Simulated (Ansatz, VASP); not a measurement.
Ti: VASP beside Ansatz

```
Ti
1.0
     0.00000    1.98891    1.98891
     1.98891    0.00000    1.98891
     1.98891    1.98891    0.00000
Ti
1
Cartesian
  0.0000 0.0000 0.0000
```

Change from the starting cell: volume scaled by 0.9405, PAW files.

Alike in both runs: task electric field gradients; functional PBE; k mesh 15 × 15 × 15; occupations fermi-dirac, width 0.05 eV; no spin polarisation.

```csv
,VASP,Ansatz
version,VASP 6.6.1,Ansatz 0.2.0
potentials or method,"VASP PAW PBE potentials, release 64 (Ti_sv)","PAW with Ansatz's default frozen-core files, scalar-relativistic"
plane-wave cutoff (eV),520,420
valence electrons in the cell,12,12
```

Ansatz gave:

```
pressure (GPa) : 12.8
```

Question: What did VASP give for the same quantities?

Answer: Pressure (GPa): 12.4.
